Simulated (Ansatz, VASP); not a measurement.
**Ga in VASP and in Ansatz**

File INCAR:

```
PREC     = Accurate       # precision mode
ENCUT    = 500            # plane-wave cutoff, eV
EDIFF    = 1E-6           # SCF threshold, eV
ISMEAR   = 0              # smearing method
SIGMA    = 0.1            # smearing width, eV
LREAL    = F              # projectors in reciprocal space
LASPH    = T              # aspherical terms in the spheres
NELM     = 120            # most SCF steps
ALGO     = Normal         # electronic algorithm
ISIF     = 2              # what is computed and relaxed
LWAVE    = F              # write WAVECAR
LCHARG   = T              # write CHGCAR
GGA      = PS             # functional
LELF     = T              # ELF
LVHAR    = T            
NBANDS   = 48             # bands
GGA_COMPAT= F
```

Contents of KPOINTS:

```
regular mesh
0
Gamma
  4 4 4
```

Contents of POSCAR:

```
Ga
1.0
   -2.9924103506      2.9924103506      2.9924103506
    2.9924103506     -2.9924103506      2.9924103506
    2.9924103506      2.9924103506     -2.9924103506
Ga
6
Direct
    0.2500000000      0.1250000000      0.8750000000
    0.1250000000      0.8750000000      0.2500000000
    0.7500000000      0.3750000000      0.6250000000
    0.8750000000      0.2500000000      0.1250000000
    0.6250000000      0.7500000000      0.3750000000
    0.3750000000      0.6250000000      0.7500000000
```

Input for Ansatz:

```yaml
crystal:
  lattice:
    - [-2.9924103506, 2.9924103506, 2.9924103506]
    - [2.9924103506, -2.9924103506, 2.9924103506]
    - [2.9924103506, 2.9924103506, -2.9924103506]
  atoms:
    - { symbol: Ga, position: [0.25, 0.125, 0.875] }
    - { symbol: Ga, position: [0.125, 0.875, 0.25] }
    - { symbol: Ga, position: [0.75, 0.375, 0.625] }
    - { symbol: Ga, position: [0.875, 0.25, 0.125] }
    - { symbol: Ga, position: [0.625, 0.75, 0.375] }
    - { symbol: Ga, position: [0.375, 0.625, 0.75] }
basis:
  ecutwfc: 420
kpoints:
  mp_grid: { grid: [4, 4, 4] }
hamiltonian:
  xc: pbesol
scf:
  occupations: { method: gaussian, width: 0.1 }
  lower_state_search: "off"
output:
  forces: true
  stress: true
  eigenvalues: true
```

Alike in both runs: task single point; functional PBEsol; k mesh 4 × 4 × 4; occupations gaussian, width 0.1 eV; no spin polarisation.

|  | VASP | Ansatz |
| --- | --- | --- |
| version | VASP 6.6.1 | Ansatz 0.2.0 |
| potentials or method | VASP PAW PBE potentials, release 64 (Ga_d), cutoff 500 eV | scalar-relativistic, plane waves, PAW |
| valence electrons in the cell | 78 | 78 |

|  | VASP | Ansatz | Ansatz less VASP |
| --- | --- | --- | --- |
| gap on the k mesh at the Fermi level (eV) | none | none | - |
| pressure (GPa) | 0.2 | 0.1 | -0.07 |

VASP's potentials were made for PBE, not for PBEsol. A gap of «none» marks a metal or a gap that the smearing closes.

The k mesh is coarse, so the values compare programs but aren't converged.
